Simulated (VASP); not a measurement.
# HC4 in VASP: a series of runs, part 2 of 2

VASP 6.6.1. Earlier steps stand in the parts before.

**3. Single point, r2SCAN**

File POSCAR:

```
HC4
1.0
    5.0350011261      0.0000000000      0.0000000000
    0.0000000000      2.5175005631      0.0000000000
    0.0000000000      0.0000000000     19.7329018234
C H
16 4
Direct
    0.5000000000      0.5000000000      0.2357689632
    0.0000000000      0.5000000000      0.2357689632
    0.5000000000      0.0000000000      0.2808748918
    0.0000000000      0.0000000000      0.2808748918
    0.7500000000      0.0000000000      0.3259808203
    0.2500000000      0.0000000000      0.3259808203
    0.7500000000      0.5000000000      0.3710867489
    0.2500000000      0.5000000000      0.3710867489
   -0.0044385377      0.5000000000      0.4168507044
    0.5021209345      0.5000000000      0.4086487597
   -0.0067236289      0.0000000000      0.4622668825
    0.5060782698      0.0000000000      0.4481504811
    0.2589039569      0.0000000000      0.4974731503
    0.7275564992      0.0000000000      0.5025650479
    0.3638727791      0.5000000000      0.5213824250
    0.6299579550      0.5000000000      0.5358253084
    0.6429144453      0.5000000000      0.1982508924
    0.3570855547      0.5000000000      0.1982508924
    0.1423584706      0.5000000000      0.1980631397
   -0.1423584706      0.5000000000      0.1980631397
```

File INCAR.step1:

```
  ALGO = Normal
  DIPOL = 0.5 0.5 0.351
  EDIFF = 1E-4
  ENCUT = 520
  GGA = PE
  IDIPOL = 3
  ISMEAR = 0
  LASPH = True
  LCHARG = False
  LDIPOL = True
  LREAL = Auto
  LWAVE = True
  NBANDS = 50
  NELM = 80
  PREC = Accurate
  SIGMA = 0.05
```

File INCAR.step2:

```
  ALGO = Normal
  DIPOL = 0.5 0.5 0.351
  EDIFF = 1E-6
  ENCUT = 520
  IDIPOL = 3
  ISIF = 2
  ISMEAR = 0
  ISTART = 1
  LASPH = True
  LCHARG = False
  LDIPOL = True
  LMIXTAU = True
  LREAL = Auto
  LWAVE = False
  METAGGA = R2SCAN
  NBANDS = 50
  NELM = 80
  PREC = Accurate
  SIGMA = 0.05
```

File KPOINTS:

```
k-points
0
Gamma
  5 10 1
```

Potentials or basis: VASP PAW PBE potentials, release 64 (C, H).

Started as:

```bash
$ cat potpaw_PBE.64/C/POTCAR potpaw_PBE.64/H/POTCAR > POTCAR
$ cp INCAR.step1 INCAR
$ mpirun -np 1 vasp_std > vasp.out
$ cp INCAR.step2 INCAR
$ mpirun -np 1 vasp_std > vasp.out
```

OUTCAR:

```text
EDIFF = 1E-6
   ENCUT = 520
   ISIF = 2
   ISMEAR = 0
   ISTART = 1
   LASPH = True
   LREAL = Auto
   METAGGA = R2SCAN
   NELM = 80
   PREC = Accurate

 ion  position               nearest neighbor table
   1  0.500  0.500  0.236-  17 1.03  18 1.03   3 1.54   3 1.54
   2  0.000  0.500  0.236-  19 1.03  20 1.03   4 1.54   4 1.54
   3  0.500  0.000  0.281-   5 1.54   6 1.54   1 1.54   1 1.54
   4  0.000  0.000  0.281-   5 1.54   6 1.54   2 1.54   2 1.54
   5  0.750  0.000  0.326-   3 1.54   4 1.54   7 1.54   7 1.54
   6  0.250  0.000  0.326-   3 1.54   4 1.54   8 1.54   8 1.54
   7  0.750  0.500  0.371-  10 1.45   9 1.53   5 1.54   5 1.54
   8  0.250  0.500  0.371-  10 1.47   6 1.54   6 1.54   9 1.57
   9  0.996  0.500  0.417-   7 1.53  11 1.55  11 1.55   8 1.57
  10  0.502  0.500  0.409-   7 1.45   8 1.47  12 1.48  12 1.48
  11  0.993  0.000  0.462-  13 1.51   9 1.55   9 1.55  14 1.56
  12  0.506  0.000  0.448-  10 1.48  10 1.48  14 1.55  13 1.58  15 2.05  15 2.05
  13  0.259  0.000  0.497-  15 1.44  15 1.44  11 1.51  12 1.58
  14  0.728  0.000  0.503-  16 1.50  16 1.50  12 1.55  11 1.56
  15  0.364  0.500  0.521-  16 1.37  13 1.44  13 1.44  12 2.05  12 2.05
  16  0.630  0.500  0.536-  15 1.37  14 1.50  14 1.50
[... 1109 lines left out ...]
     46      10.0452      0.00000
 [bands above 46 left out]

------------------------ aborting loop because EDIFF is reached ----------------------------------------

 vacuum level on the upper side and lower side of the slab       (xc-potential included)         2.001        -1.914

  FORCE on cell =-STRESS in cart. coord.  units (eV):
  Direction    XX          YY          ZZ          XY          YZ          ZX
  --------------------------------------------------------------------------------------
  -------------------------------------------------------------------------------------
  Total       32.7425152     11.5812619     17.2908985      0.0000000      0.0000000      0.0297480
  in kB      209.7309462     74.1833367    110.7561982      0.0000000      0.0000000      0.1905497
  external PRESSURE =     131.5568270 kB  Pullay stress =       0.0000000 kB

 VOLUME and BASIS-vectors are now :
 -----------------------------------------------------------------------------
  energy-cutoff  :      520.00
  volume of cell :      250.13
      direct lattice vectors                 reciprocal lattice vectors
     5.035001126  0.000000000  0.000000000     0.198609687  0.000000000  0.000000000
     0.000000000  2.517500563  0.000000000     0.000000000  0.397219375  0.000000000
     0.000000000  0.000000000 19.732901823     0.000000000  0.000000000  0.050676784

 POSITION                                       TOTAL-FORCE (eV/Angst)
 -----------------------------------------------------------------------------------
      2.51750      1.25875      4.65241        -0.010545      0.000000      1.906050
      0.00000      1.25875      4.65241         0.012404      0.000000      1.779697
      2.51750      0.00000      5.54248         0.028890      0.000000     -1.619689
      0.00000      0.00000      5.54248        -0.020554      0.000000     -1.790634
      3.77625      0.00000      6.43255         0.872959      0.000000     -0.756534
      1.25875      0.00000      6.43255        -0.865529      0.000000     -0.563850
[... 12 lines left out ...]
      0.71678      1.25875      3.90836         0.054261      0.000000     -0.061032
      4.31823      1.25875      3.90836        -0.053323      0.000000     -0.057619
 -----------------------------------------------------------------------------------
    total drift:                               -0.016174     -0.000000      0.009750

  FREE ENERGIE OF THE ION-ELECTRON SYSTEM (eV)
  ---------------------------------------------------
  free  energy   TOTEN  =      -162.3414069511 eV

  energy  without entropy=     -162.3414069511  energy(sigma->0) =     -162.34140695

 vacuum level on the upper side and lower side of the slab         7.387         3.367
```

Wall time 15 min (1 thread of AMD EPYC 9R45 (Zen 5), shared host); peak memory 0.39 GiB.

What came out:

| Property | Result |
| --- | --- |
| Free energy | -162.3414 eV |
| Largest force | 6.191 eV/Å |
| Band gap on the k mesh | 1.43 eV (least direct gap 1.49 eV) |

Forces in eV/Å, atoms in the order of the input:
```
C   -0.011  0.000  1.906
C    0.012  0.000  1.780
C    0.029  0.000 -1.620
C   -0.021  0.000 -1.791
C    0.873  0.000 -0.757
C   -0.866  0.000 -0.564
C    1.230  0.000 -3.005
C   -1.238  0.000 -2.234
C    0.022  0.000 -0.001
C   -0.019  0.000 -0.016
C   -0.016  0.000  0.016
C   -0.011  0.000 -0.005
C   -0.066  0.000  0.010
C    0.068  0.000  0.007
C   -0.065  0.000  6.190
C    0.072  0.000  0.295
H    0.061  0.000 -0.045
H   -0.058  0.000 -0.048
H    0.054  0.000 -0.061
H   -0.053  0.000 -0.058
```

Caveat: the PAW data sets were made with another functional, which shifts forces and pressure a little.
